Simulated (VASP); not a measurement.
# CO2 (Pa-3) in VASP: settings compared, part 2 of 2

VASP 6.6.1. The steps go on from the part before.

### Step 3. Electric field gradients, r2SCAN

The input, POSCAR:

```
CO2
1.0
    5.6240000000      0.0000000000      0.0000000000
    0.0000000000      5.6240000000      0.0000000000
    0.0000000000      0.0000000000      5.6240000000
C O
4 8
Direct
    0.0000000000      0.0000000000      0.0000000000
    0.5000000000      0.0000000000      0.5000000000
    0.5000000000      0.5000000000      0.0000000000
    0.0000000000      0.5000000000      0.5000000000
    0.1199473948      0.1199473948      0.1199473948
    0.3800526052      0.8800526052      0.6199473948
    0.6199473948      0.3800526052      0.8800526052
    0.8800526052      0.6199473948      0.3800526052
    0.8800526052      0.8800526052      0.8800526052
    0.6199473948      0.1199473948      0.3800526052
    0.3800526052      0.6199473948      0.1199473948
    0.1199473948      0.3800526052      0.6199473948
```

The input, INCAR.step1:

```
SYSTEM = CO2
PREC = Accurate ; ENCUT = 520
ISMEAR = -1 ; SIGMA = 0.02
LREAL = .False. ; LASPH = .True.
NELM = 100 ; NBANDS = 44
GGA = PE ; ALGO = Normal
EDIFF = 1E-4 ; LWAVE = .True.
LCHARG = .False.
```

The input, INCAR.step2:

```
SYSTEM = CO2
PREC = Accurate ; ENCUT = 520
EDIFF = 1E-8 ; ISMEAR = -1
SIGMA = 0.02 ; LREAL = .False.
LASPH = .True. ; NELM = 100
ALGO = Normal ; ISIF = 2
LWAVE = .False. ; LCHARG = .False.
METAGGA = R2SCAN ; LMIXTAU = .True.
LEFG = .True. ; NBANDS = 44
ISTART = 1
```

The input, KPOINTS:

```
regular mesh
0
Gamma
  4 4 4
  0 0 0
```

Potentials or basis: VASP PAW PBE potentials, release 64 (C, O).

The run is started by

```bash
$ cat potpaw_PBE.64/C/POTCAR potpaw_PBE.64/O/POTCAR > POTCAR
$ cp INCAR.step1 INCAR
$ mpirun -np 1 vasp_std > vasp.out
$ cp INCAR.step2 INCAR
$ mpirun -np 1 vasp_std > vasp.out
```

OUTCAR:

```text
SYSTEM = CO2
   PREC = Accurate
   ENCUT = 520
   EDIFF = 1E-8
   ISMEAR = -1
   LREAL = .False.
   LASPH = .True.
   NELM = 100
   ISIF = 2
   METAGGA = R2SCAN
   ISTART = 1

 ion  position               nearest neighbor table
   1  0.000  0.000  0.000-   5 1.17   9 1.17
   2  0.500  0.000  0.500-   6 1.17  10 1.17
   3  0.500  0.500  0.000-   7 1.17  11 1.17
   4  0.000  0.500  0.500-   8 1.17  12 1.17
   5  0.120  0.120  0.120-   1 1.17
   6  0.380  0.880  0.620-   2 1.17
   7  0.620  0.380  0.880-   3 1.17
   8  0.880  0.620  0.380-   4 1.17
   9  0.880  0.880  0.880-   1 1.17
  10  0.620  0.120  0.380-   2 1.17
  11  0.380  0.620  0.120-   3 1.17
  12  0.120  0.380  0.620-   4 1.17

  LATTYP: Found a simple cubic cell.
 ALAT       =     5.6240000000

  Lattice vectors:

 A1 = (   5.6240000000,   0.0000000000,   0.0000000000)
 A2 = (   0.0000000000,   5.6240000000,   0.0000000000)
 A3 = (   0.0000000000,   0.0000000000,   5.6240000000)

Analysis of symmetry for initial positions (statically):
=====================================================================
 Subroutine PRICEL returns:
 Original cell was already a primitive cell.

 Routine SETGRP: Setting up the symmetry group for a
 simple cubic supercell.

 Subroutine GETGRP returns: Found 24 space group operations
 (whereof  6 operations were pure point group operations)
 out of a pool of 48 trial point group operations.

The static configuration has the point symmetry S_6 .
 The point group associated with its full space group is T_h .

[... 714 lines left out ...]
      2.81200      2.81200      0.00000         0.000000     -0.000000      0.000000
      0.00000      2.81200      2.81200         0.000000     -0.000000      0.000000
      0.67458      0.67458      0.67458        -0.061409     -0.061409     -0.061409
      2.13742      4.94942      3.48658         0.061409      0.061409     -0.061409
      3.48658      2.13742      4.94942        -0.061409      0.061409      0.061409
      4.94942      3.48658      2.13742         0.061409     -0.061409      0.061409
      4.94942      4.94942      4.94942         0.061409      0.061409      0.061409
      3.48658      0.67458      2.13742        -0.061409     -0.061409      0.061409
      2.13742      3.48658      0.67458         0.061409     -0.061409     -0.061409
      0.67458      2.13742      3.48658        -0.061409      0.061409     -0.061409
 -----------------------------------------------------------------------------------
    total drift:                                0.000000      0.000000     -0.000000

  FREE ENERGIE OF THE ION-ELECTRON SYSTEM (eV)
  ---------------------------------------------------
  free  energy   TOTEN  =      -103.0639218419 eV

  energy  without entropy=     -103.0639218419  energy(sigma->0) =     -103.06392184

 Electric field gradients (V/A^2)
---------------------------------------------------------------------
 ion       V_xx      V_yy      V_zz      V_xy      V_xz      V_yz
---------------------------------------------------------------------
   1      -0.000     0.000    -0.000   -28.524   -28.524   -28.524
   2      -0.000    -0.000     0.000   -28.524    28.524    28.524
   3      -0.000    -0.000    -0.000    28.524    28.524   -28.524
   4      -0.000    -0.000     0.000    28.524   -28.524    28.524
   5       0.000     0.000    -0.000    36.854    36.854    36.854
   6       0.000     0.000    -0.000    36.854   -36.854   -36.854
   7       0.000     0.000    -0.000   -36.854   -36.854    36.854
   8       0.000     0.000    -0.000   -36.854    36.854   -36.854
   9       0.000     0.000    -0.000    36.854    36.854    36.854
  10       0.000     0.000    -0.000    36.854   -36.854   -36.854
  11       0.000     0.000    -0.000   -36.854   -36.854    36.854
  12      -0.000     0.000    -0.000   -36.854    36.854   -36.854
---------------------------------------------------------------------

 Electric field gradients after diagonalization (V/A^2)
 (convention: |V_zz| > |V_xx| > |V_yy|)
----------------------------------------------------------------------
 ion       V_xx      V_yy      V_zz     asymmetry (V_yy - V_xx)/ V_zz
----------------------------------------------------------------------
   1      28.524    28.524   -57.049       0.000
   2      28.524    28.524   -57.049       0.000
   3      28.524    28.524   -57.049       0.000
   4      28.524    28.524   -57.049       0.000
   5     -36.854   -36.854    73.707       0.000
   6     -36.854   -36.854    73.707       0.000
   7     -36.854   -36.854    73.707       0.000
   8     -36.854   -36.854    73.707       0.000
   9     -36.854   -36.854    73.707       0.000
  10     -36.854   -36.854    73.707       0.000
  11     -36.854   -36.854    73.707       0.000
  12     -36.854   -36.854    73.707       0.000
----------------------------------------------------------------------

           NMR quadrupolar parameters

 Cq : quadrupolar parameter    Cq=e*Q*V_zz/h
 eta: asymmetry parameters     (V_yy - V_xx)/ V_zz
 Q  : nuclear electric quadrupole moment in mb (millibarn)
----------------------------------------------------------------------
 ion       Cq(MHz)       eta       Q (mb)
----------------------------------------------------------------------
   1      -0.138       0.000       1.000
   2      -0.138       0.000       1.000
   3      -0.138       0.000       1.000
   4      -0.138       0.000       1.000
   5       0.178       0.000       1.000
   6       0.178       0.000       1.000
   7       0.178       0.000       1.000
   8       0.178       0.000       1.000
   9       0.178       0.000       1.000
  10       0.178       0.000       1.000
  11       0.178       0.000       1.000
  12       0.178       0.000       1.000
----------------------------------------------------------------------
```

OUTCAR.step1:

```text
SYSTEM = CO2
   PREC = Accurate
   ENCUT = 520
   ISMEAR = -1
   LREAL = .False.
   LASPH = .True.
   NELM = 100
[... 762 lines left out ...]
      3.48658      0.67458      2.13742         0.366171      0.366171     -0.366171
      2.13742      3.48658      0.67458        -0.366171      0.366171      0.366171
      0.67458      2.13742      3.48658         0.366171     -0.366171      0.366171
 -----------------------------------------------------------------------------------
    total drift:                                0.000000      0.000000     -0.000000

  FREE ENERGIE OF THE ION-ELECTRON SYSTEM (eV)
  ---------------------------------------------------
  free  energy   TOTEN  =       -92.1314687250 eV

  energy  without entropy=      -92.1314687250  energy(sigma->0) =      -92.13146873
```

OSZICAR.step1:

```text
N       E                     dE             d eps       ncg     rms          rms(c)
DAV:   1     0.395928023029E+03    0.39593E+03   -0.33491E+04   968   0.132E+03
DAV:   2    -0.700100290650E+02   -0.46594E+03   -0.45401E+03  1304   0.315E+02
DAV:   3    -0.981653061264E+02   -0.28155E+02   -0.27951E+02  1136   0.805E+01
DAV:   4    -0.985196118724E+02   -0.35431E+00   -0.35239E+00  1164   0.995E+00
DAV:   5    -0.985257736844E+02   -0.61618E-02   -0.61596E-02  1100   0.129E+00    0.191E+01
DAV:   6    -0.926290093298E+02    0.58968E+01   -0.18097E+01  1100   0.224E+01    0.874E+00
DAV:   7    -0.922402119434E+02    0.38880E+00   -0.92646E-01  1096   0.526E+00    0.491E+00
DAV:   8    -0.921451204199E+02    0.95092E-01   -0.67146E-01  1080   0.386E+00    0.106E+00
DAV:   9    -0.921302557242E+02    0.14865E-01   -0.53494E-02  1036   0.127E+00    0.428E-01
DAV:  10    -0.921311616302E+02   -0.90591E-03   -0.10212E-02  1140   0.461E-01    0.825E-02
DAV:  11    -0.921314023782E+02   -0.24075E-03   -0.25388E-04   768   0.964E-02    0.342E-02
DAV:  12    -0.921314687250E+02   -0.66347E-04   -0.45479E-05   568   0.397E-02
   1 F= -.92131469E+02 E0= -.92131469E+02  d E =-.296200E-11
```

Wall time 7.5 min (1 thread of AMD EPYC 9755, shared host); peak memory 0.27 GiB.

Results:

```yaml
Free_energy: -103.0639 eV
Pressure: -0.8 GPa
Largest_force: 0.106 eV/Å
Band_gap_on_the_k_mesh: 7.40 eV
Largest_electric_field_gradient_by_atom: C -57.0; O +73.7 V/Å²
```

Forces in eV/Å, atoms in the order of the input:
```
C    0.000  0.000  0.000
C    0.000  0.000  0.000
C    0.000  0.000  0.000
C    0.000  0.000  0.000
O   -0.061 -0.061 -0.061
O    0.061  0.061 -0.061
O   -0.061  0.061  0.061
O    0.061 -0.061  0.061
O    0.061  0.061  0.061
O   -0.061 -0.061  0.061
O    0.061 -0.061 -0.061
O   -0.061  0.061 -0.061
```

Levels at points of the mesh, in eV from the valence-band top:
| k point | band 30 | band 31 | band 32 | band 33 | band 34 | band 35 |
| --- | --- | --- | --- | --- | --- | --- |
| (0.00, 0.00, 0.00) | -0.19 | 0.00 | 0.00 | 7.40 | 8.70 | 8.70 |
| (0.50, 0.00, 0.00) | -0.30 | -0.07 | -0.07 | 8.64 | 8.64 | 8.85 |
| (0.50, 0.50, 0.00) | -0.27 | -0.27 | -0.27 | 8.63 | 8.63 | 8.63 |
| (0.50, 0.50, 0.50) | -0.31 | -0.31 | -0.31 | 8.64 | 8.64 | 8.64 |

Electric field gradients, principal values (V/Å²):
```tsv
atom	least	middle	greatest (by size)
1 C	28.524	28.524	-57.049
2 C	28.524	28.524	-57.049
3 C	28.524	28.524	-57.049
4 C	28.524	28.524	-57.049
5 O	-36.854	-36.854	73.707
6 O	-36.854	-36.854	73.707
7 O	-36.854	-36.854	73.707
8 O	-36.854	-36.854	73.707
9 O	-36.854	-36.854	73.707
10 O	-36.854	-36.854	73.707
11 O	-36.854	-36.854	73.707
12 O	-36.854	-36.854	73.707
```

Caveat: without QUAD_EFG the Cq values of the log hold for a quadrupole moment of 1 mb, not for the nuclei; the PAW data sets were made with another functional, which shifts forces and pressure a little. A k mesh can miss the band edges.
